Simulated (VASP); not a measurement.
Runs of VASP 6.6.1 on ZnS. The structure is that of space group P6_3mc (No. 186), or close to it. The cells are those of the table. 

```csv
cell,gap on the mesh (eV),pressure (GPa),largest force (eV/Å)
"a = 3.913, b = 3.913, c = 6.305 Å, angles 90.0, 90.0, 120.0°, 4 atoms",1.96,-2.1,0.09
"a = 3.884, b = 3.884, c = 6.305 Å, angles 90.0, 90.0, 120.0°, 4 atoms",2.01,-1.2,0.05
"a = 3.865, b = 3.865, c = 6.305 Å, angles 90.0, 90.0, 120.0°, 4 atoms",2.05,-0.5,0.03
"a = 3.807, b = 3.807, c = 6.305 Å, angles 90.0, 90.0, 120.0°, 4 atoms",2.15,1.6,0.07
"a = 3.903, b = 3.903, c = 6.305 Å, angles 90.0, 90.0, 120.0°, 4 atoms",1.97,-1.8,0.08
"a = 3.769, b = 3.769, c = 6.305 Å, angles 90.0, 90.0, 120.0°, 4 atoms",2.21,(b),0.15
"a = 3.826, b = 3.826, c = 6.305 Å, angles 90.0, 90.0, 120.0°, 4 atoms",2.12,0.8,0.03
"a = 3.922, b = 3.922, c = 6.305 Å, angles 90.0, 90.0, 120.0°, 4 atoms",(a),-2.3,0.10
```

Alike in all rows: task single point; level PBE; potentials or basis VASP PAW PBE potentials, release 64 (Zn, S); no spin polarisation; k mesh 12 × 12 × 4; cutoff (eV) 520; smearing gaussian 0.05 eV.

Task: Estimate the missing entries.

Result: (a) 1.94; (b) 3.3.

A k mesh can miss the band edges.
